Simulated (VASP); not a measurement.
# BaTe: single point with r2SCAN

BaTe:

```
CELL_PARAMETERS angstrom
0.15135 4.06551 4.06551
4.06551 0.15135 4.06551
4.06551 4.06551 0.15135
ATOMIC_POSITIONS crystal
Ba 0.00325 0.00325 0.00325
Te 0.24675 0.24675 0.24675
```

This cell differs from its parent crystal: strain along [111] +5.8%.

```yaml
Program: VASP 6.6.1
Task: single point
Functional: r2SCAN
Potentials_or_basis: VASP PAW PBE potentials, release 64 (Ba_sv, Te)
Cutoff: 520 eV
k_mesh: 6 × 6 × 6
Occupations: gaussian, width 0.01 eV
Spin: no spin polarisation
```

```
Pressure               : -0.9 GPa
Largest force          : 0.010 eV/Å
Band gap on the k mesh : 2.82 eV, indirect (least direct gap 3.16 eV)
```

Forces in eV/Å, atoms in the order of the input:
```
Ba   0.006  0.006  0.006
Te  -0.006 -0.006 -0.006
```

Stress tensor (GPa, compression positive):
```
-0.88 -0.22 -0.22
-0.22 -0.88 -0.22
-0.22 -0.22 -0.88
```

Levels at points of the mesh, in eV from the valence-band top:
| k point | band 6 | band 7 | band 8 | band 9 | band 10 | band 11 |
| --- | --- | --- | --- | --- | --- | --- |
| (0.00, 0.00, 0.00) | -0.47 | -0.34 | -0.34 | 2.82 | 4.49 | 4.49 |
| (0.50, 0.00, 0.00) | -0.66 | -0.27 | -0.22 | 4.23 | 4.46 | 4.85 |
| (0.50, 0.50, 0.00) | -0.90 | -0.08 | 0.00 | 3.16 | 4.24 | 5.27 |
| (0.50, 0.50, 0.50) | -0.76 | -0.17 | -0.17 | 4.21 | 4.65 | 4.65 |

It took 2.9 min on 1 thread of Intel(R) Xeon(R) 6975P-C (Granite Rapids) (shared host), peak memory 0.38 GiB.

Caveat: the cell differs from its parent crystal (strain along [111] +5.8%); the PAW data sets were made with another functional, which shifts forces and pressure a little; spin-orbit coupling is left out, which moves the levels of the heavy elements. A k mesh can miss the band edges.
